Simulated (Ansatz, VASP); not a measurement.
## Two plane-wave programs on MoH4

INCAR

```
SYSTEM = MoH4
  PREC = Accurate
  ENCUT = 910
  EDIFF = 1E-7
  ISMEAR = 0
  SIGMA = 0.1
  LREAL = .FALSE.
  LASPH = .TRUE.
  NELM = 120
  ALGO = Normal
  ISIF = 3
  LWAVE = .FALSE.
  LCHARG = .FALSE.
  GGA = PE
  IBRION = 2
  NSW = 90
  EDIFFG = -0.04
  GGA_COMPAT = .FALSE.
  NELMIN = 4
```

KPOINTS

```
regular mesh
0
G
  6 6 4
  0 0 0
```

POSCAR

```
MoH4
1.0
    2.9696202500      0.0000000000      0.0000000000
   -1.4848101300      2.5717665800      0.0000000000
    0.0000000000      0.0000000000      6.4143797500
H Mo
4 1
Direct
    0.3333333300      0.6666666700      0.2500000000
    0.3333333300      0.6666666700      0.7500000000
    0.6666666700      0.3333333300      0.2500000000
    0.6666666700      0.3333333300      0.7500000000
    0.0000000000      0.0000000000      0.0000000000
```

Input for Ansatz:

```yaml
crystal:
  lattice:
    - [2.96962025, 0.0, 0.0]
    - [-1.48481013, 2.57176658, 0.0]
    - [0.0, 0.0, 6.41437975]
  atoms:
    - { symbol: H, position: [0.33333333, 0.66666667, 0.25] }
    - { symbol: H, position: [0.33333333, 0.66666667, 0.75] }
    - { symbol: H, position: [0.66666667, 0.33333333, 0.25] }
    - { symbol: H, position: [0.66666667, 0.33333333, 0.75] }
    - { symbol: Mo, position: [0.0, 0.0, 0.0] }
basis:
  ecutwfc: 420
kpoints:
  mp_grid: { grid: [6, 6, 4] }
hamiltonian:
  xc: pbe
scf:
  occupations: { method: gaussian, width: 0.1 }
  lower_state_search: "off"
output:
  forces: true
  stress: true
  eigenvalues: true
relax:
  adjacent_minimum: "off"
  f_tol: 0.04
  max_steps: 70
  cell: { stress_tol: 0.4 }
```

Change from the starting cell: ordered vacancies on the cation sites of aluminium diboride (P6/mmm, No. 191).

Alike in both runs: task relaxation of cell and atoms; functional PBE; k mesh 6 × 6 × 4; occupations gaussian, width 0.1 eV; no spin polarisation.

|  | VASP | Ansatz |
| --- | --- | --- |
| version | VASP 6.6.1 | Ansatz 0.2.0 |
| potentials or method | VASP PAW PBE potentials, release 64 (H_h, Mo_sv), cutoff 910 eV | scalar-relativistic, plane waves, PAW |
| valence electrons in the cell | 18 | 18 |

VASP gave:

- gap on the k mesh at the Fermi level, each at its own relaxed structure (eV): none
- relaxed volume (Å³/atom): 7.26
- relaxed cell length with the largest relative difference (Å): 5.147

Problem. Estimate Ansatz's values.

Solution. gap on the k mesh at the Fermi level, each at its own relaxed structure (eV): none; relaxed volume (Å³/atom): 8.02; relaxed cell length with the largest relative difference (Å): 5.697.

A gap of «none» marks a metal or a gap that the smearing closes. One of these differences is far larger than is usual between the two programs; its cause wasn't traced.

The k mesh is coarse, so the values compare programs but aren't converged. Noted on VASP's run: the volume moved by over 15 % at a fixed basis, so the end points are rough.
